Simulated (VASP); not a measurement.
# Al (Im-3m) in VASP: a series of runs

Runs on Al. Level: PBE. Tasks: single point.

All numbers are computed with VASP 6.6.1; they aren't measurements. Logs are shortened: lines on timing, memory, paths and dates and some standing lists are left out, and cuts for length are marked.

### Step 1. The cell of the first run

Symmetry: Im-3m, No. 229, cubic system. Conventional cell: a = 3.225 Å, b = 3.225 Å, c = 3.225 Å, α = 90.00°, β = 90.00°, γ = 90.00°. Al (site symmetry m-3m) has 14 Al at 2.79 to 3.22 Å within 3.7 Å.

### Step 2. Single point, PBE

Input file INCAR:

```
SYSTEM = Al
ALGO = Normal
EDIFF = 1E-6
ENCUT = 520
GGA = PE
ISIF = 2
ISMEAR = 0
LASPH = .TRUE.
LCHARG = .FALSE.
LREAL = .FALSE.
LWAVE = .FALSE.
NBANDS = 8
NELM = 80
PREC = Accurate
SIGMA = 0.05
```

Input file KPOINTS:

```
k-points
0
G
  18 18 18
  0 0 0
```

Input file POSCAR:

```
Al
1.0
   -1.6124835380      1.6124835380      1.6124835380
    1.6124835380     -1.6124835380      1.6124835380
    1.6124835380      1.6124835380     -1.6124835380
Al
1
Direct
    0.0000000000      0.0000000000      0.0000000000
```

Potentials or basis: VASP PAW PBE potentials, release 64 (Al).

On the command line:

```console
> cat potpaw_PBE.64/Al/POTCAR > POTCAR
> mpirun -np 1 vasp_std > vasp.out
```

OUTCAR:

```text
SYSTEM = Al
   EDIFF = 1E-6
   ENCUT = 520
   GGA = PE
   ISIF = 2
   ISMEAR = 0
   LASPH = .TRUE.
   LREAL = .FALSE.
   NELM = 80
   PREC = Accurate

 ion  position               nearest neighbor table
   1  0.000  0.000  0.000-

  LATTYP: Found a body centered cubic cell.
 ALAT       =     3.2249670760

  Lattice vectors:

 A1 = (  -1.6124835380,   1.6124835380,   1.6124835380)
 A2 = (   1.6124835380,  -1.6124835380,   1.6124835380)
 A3 = (   1.6124835380,   1.6124835380,  -1.6124835380)

Analysis of symmetry for initial positions (statically):
=====================================================================
 Subroutine PRICEL returns:
 Original cell was already a primitive cell.

 Routine SETGRP: Setting up the symmetry group for a
 body centered cubic supercell.

 Subroutine GETGRP returns: Found 48 space group operations
 (whereof 48 operations were pure point group operations)
 out of a pool of 48 trial point group operations.

The static configuration has the point symmetry O_h .

Analysis of symmetry for dynamics (positions and initial velocities):
=====================================================================
 Subroutine PRICEL returns:
 Original cell was already a primitive cell.

 Routine SETGRP: Setting up the symmetry group for a
 body centered cubic supercell.

 Subroutine GETGRP returns: Found 48 space group operations
 (whereof 48 operations were pure point group operations)
 out of a pool of 48 trial point group operations.

The dynamic configuration has the point symmetry O_h .

 Subroutine INISYM returns: Found 48 space group operations
 (whereof 48 operations are pure point group operations),
 and found     1 'primitive' translations

----------------------------------------------------------------------------------------

                                     Primitive cell

  volume of cell :      16.7705

  direct lattice vectors                    reciprocal lattice vectors
    -1.612483538  1.612483538  1.612483538     0.000000000  0.310080685  0.310080685
     1.612483538 -1.612483538  1.612483538     0.310080685  0.000000000  0.310080685
     1.612483538  1.612483538 -1.612483538     0.310080685  0.310080685  0.000000000

  length of vectors
     2.792903414  2.792903414  2.792903414     0.438520310  0.438520310  0.438520310

  position of ions in fractional coordinates (direct lattice)
     0.000000000  0.000000000  0.000000000

  ion indices of the primitive-cell ions
   primitive index   ion index
                 1           1
[... 70 lines left out ...]
   ENCUT  =  520.0 eV  38.22 Ry    6.18 a.u.   5.19  5.19  5.19*2*pi/ulx,y,z
   NELM   =     80;   NELMIN=  2; NELMDL= -5     # of ELM steps
   EDIFF  = 0.1E-05   stopping-criterion for ELM
   LREAL  =      F    real-space projection
   EDIFFG = 0.1E-04   stopping-criterion for IOM
   NSW    =      0    number of steps for IOM
   IBRION =     -1    ionic relax: 0-MD 1-quasi-New 2-CG
   NFREE  =      0    steps in history (QN), initial steepest desc. (CG)
   ISIF   =      2    stress and relaxation
   ISYM   =      2    0-nonsym 1-usesym 2-fastsym
   POTIM  = 0.5000    time-step for ionic-motion
   TEBEG  =    0.0;   TEEND  =   0.0 temperature during run
   PSTRESS=    0.0 pullay stress
   NELECT =       3.0000    total number of electrons
   NUPDOWN=      -1.0000    fix difference up-down
   EMIN   =  10.00;   EMAX   =-10.00  energy-range for DOS
   EFERMI =   0.00;   METHOD = LEGACY
   ISMEAR =     0;   SIGMA  =   0.05  broadening in eV -4-tet -1-fermi 0-gaus
   EFERMI_NEDOS =   21; number of points for ismear=-14 and -15
   IALGO  =     38    algorithm
   IMIX   =      4    mixing-type and parameters
     AMIX     =   0.40;   BMIX     =  1.00
     AMIX_MAG =   1.60;   BMIX_MAG =  1.00
  volume/ion in A,a.u.               =      16.77       113.17
  Fermi-wavevector in a.u.,A,eV,Ry     =   0.922430  1.743139 11.576879  0.850877
  Thomas-Fermi vector in A             =   2.047956
   LORBIT       =      0    0 simple, 1 ext, 2 COOP (PROOUT), +10 PAW based schemes
   GGA     = PE    functional components
   LHFCALC =     F    Hartree Fock is set to
   AEXX    =    0.0000 exact exchange contribution
   IVDW    =     0    specifies the selected vdW correction
   LEPSILON=     F    determine dielectric tensor
   LRPA    =     F    only Hartree local field effects (RPA)
 non-spin polarized calculation
 Gauss-broadening in eV      SIGMA  =   0.05
  energy-cutoff  :      520.00
  volume of cell :       16.77
 maximum number of plane-waves:       468
 NGX is ok and might be reduce to    24
   NGX = 11   NGY = 11   NGZ = 11

 number of electron       3.0000000 magnetization

 Free energy of the ion-electron system (eV)
  ---------------------------------------------------
  ext. energy  EPLUGINS =         0.00000000
  ---------------------------------------------------
  free energy    TOTEN  =        -3.65189713 eV

  energy without entropy =       -3.65147880  energy(sigma->0) =       -3.65168797

 E-fermi :   7.8428     XC(G=0): -10.1422

 val. band max:        7.7772162530   @ k =  -0.3889  -0.4444   0.2222
 cond. band min:       7.8481483988   @ k =   0.2778   0.1667   0.0556
 fundamental gap:      0.0709321458
 Fermi energy:         7.8427622033

 k-point     1 :       0.0000    0.0000    0.0000
  band No.  band energies     occupation
      1      -3.1859      2.00000
      2      21.0035      0.00000
      3      21.0035      0.00000
      4      21.0035      0.00000
      5      22.2986      0.00000
      6      22.2986      0.00000
      7      22.2986      0.00000
      8      24.0269      0.00000
[... 243 lines left out ...]
 k-point    24 :       0.3889    0.1111    0.0000
  band No.  band energies     occupation
      1       2.5845      2.00000
      2       5.6382      2.00000
      3      12.9159      0.00000
      4      15.7698      0.00000
      5      19.1934      0.00000
      6      21.8401      0.00000
      7      26.3148      0.00000
      8      28.7074      0.00000

 [... further k-points ...]
[... 5 lines left out ...]
  --------------------------------------------------------------------------------------
  -------------------------------------------------------------------------------------
  Total        0.0749332      0.0749332      0.0749332     -0.0000000     -0.0000000     -0.0000000
  in kB        7.1587783      7.1587783      7.1587783     -0.0000000     -0.0000000     -0.0000000
  external PRESSURE =       7.1587783 kB  Pullay stress =       0.0000000 kB

 VOLUME and BASIS-vectors are now :
 -----------------------------------------------------------------------------
  energy-cutoff  :      520.00
  volume of cell :       16.77
      direct lattice vectors                 reciprocal lattice vectors
    -1.612483538  1.612483538  1.612483538     0.000000000  0.310080685  0.310080685
     1.612483538 -1.612483538  1.612483538     0.310080685  0.000000000  0.310080685
     1.612483538  1.612483538 -1.612483538     0.310080685  0.310080685  0.000000000

 POSITION                                       TOTAL-FORCE (eV/Angst)
 -----------------------------------------------------------------------------------
      0.00000      0.00000      0.00000         0.000000     -0.000000      0.000000
 -----------------------------------------------------------------------------------
    total drift:                                0.000000      0.000000      0.000000

  FREE ENERGIE OF THE ION-ELECTRON SYSTEM (eV)
  ---------------------------------------------------
  free  energy   TOTEN  =        -3.6518971275 eV

  energy  without entropy=       -3.6514788025  energy(sigma->0) =       -3.65168797
```

OSZICAR:

```text
N       E                     dE             d eps       ncg     rms          rms(c)
DAV:   1    -0.224463359165E+01   -0.22446E+01   -0.83776E+02  3128   0.201E+02
DAV:   2    -0.366915006687E+01   -0.14245E+01   -0.14012E+01  4424   0.186E+01
DAV:   3    -0.367568456941E+01   -0.65345E-02   -0.65342E-02  3696   0.141E+00
DAV:   4    -0.367570699197E+01   -0.22423E-04   -0.22422E-04  4680   0.771E-02
DAV:   5    -0.367570707228E+01   -0.80309E-07   -0.80425E-07  3808   0.307E-03    0.122E+00
DAV:   6    -0.366167536366E+01    0.14032E-01   -0.20040E-03  3440   0.203E-01    0.702E-01
DAV:   7    -0.365190503055E+01    0.97703E-02   -0.59416E-03  3456   0.328E-01    0.137E-01
DAV:   8    -0.365189810502E+01    0.69255E-05   -0.20920E-05  4136   0.313E-02    0.540E-03
DAV:   9    -0.365189712753E+01    0.97748E-06   -0.74577E-07  3888   0.370E-03
   1 F= -.36518971E+01 E0= -.36516880E+01  d E =-.418325E-03
```

stdout:

```text
POSCAR found type information on POSCAR Al
 POSCAR found :  1 types and       1 ions
 scaLAPACK will be used
 LDA part: xc-table for (Slater+PW92), standard interpolation
 POSCAR, INCAR and KPOINTS ok, starting setup
 FFT: planning ... GRIDC
 FFT: planning ... GRID_SOFT
 FFT: planning ... GRID
 WAVECAR not read
 entering main loop
```

Run time: 24 s. Hardware: 1 thread of Intel Xeon 8259CL, shared host; peak memory 0.14 GiB.

What came out:

```yaml
Free_energy: -3.6519 eV
Pressure: 0.7 GPa
```

Levels at points of the mesh, in eV from the Fermi level:
| k point | band 1 | band 2 | band 3 | band 4 |
| --- | --- | --- | --- | --- |
| (0.00, 0.00, 0.00) | -11.03 | 13.16 | 13.16 | 13.16 |
| (0.50, 0.00, 0.00) | -4.27 | -3.85 | 8.03 | 8.22 |
| (0.50, 0.50, 0.50) | 1.83 | 1.83 | 1.83 | 3.00 |

### Step 3. Single point, PBE

This run uses another cell than the first one, of 16.94 Å³/atom, 1.010 times its volume.

Input file INCAR:

```
PREC     = Accurate       # precision mode
ENCUT    = 520            # plane-wave cutoff, eV
EDIFF    = 1E-6           # SCF threshold, eV
ISMEAR   = 0              # smearing method
SIGMA    = 0.05           # smearing width, eV
LREAL    = False          # projectors in reciprocal space
LASPH    = True           # aspherical terms in the spheres
NELM     = 100            # most SCF steps
ALGO     = Fast           # electronic algorithm
ISIF     = 2              # what is computed and relaxed
LWAVE    = False          # write WAVECAR
LCHARG   = False          # write CHGCAR
GGA      = PE             # functional
NBANDS   = 8              # bands
```

Input file KPOINTS:

```
regular mesh
0
Gamma
  18 18 18
```

Input file POSCAR:

```
Al
1.0
   -1.6179826854      1.6179826854      1.6179826854
    1.6179826854     -1.6179826854      1.6179826854
    1.6179826854      1.6179826854     -1.6179826854
Al
1
Direct
    0.0000000000      0.0000000000      0.0000000000
```

Potentials or basis: VASP PAW PBE potentials, release 64 (Al).

On the command line:

```console
> cat potpaw_PBE.64/Al/POTCAR > POTCAR
> mpirun -np 1 vasp_std > vasp.out
```

It took 26 s on 1 thread of Intel Xeon 8259CL, shared host; peak memory 0.14 GiB.

The run converged. Its results:

* Free energy: -3.6523 eV
* Pressure: 0.0 GPa

Levels at points of the mesh, in eV from the Fermi level:
```tsv
k point	band 1	band 2	band 3	band 4
(0.00, 0.00, 0.00)	-10.96	13.10	13.10	13.10
(0.50, 0.00, 0.00)	-4.23	-3.84	7.95	8.20
(0.50, 0.50, 0.50)	1.81	1.81	1.81	3.02
```
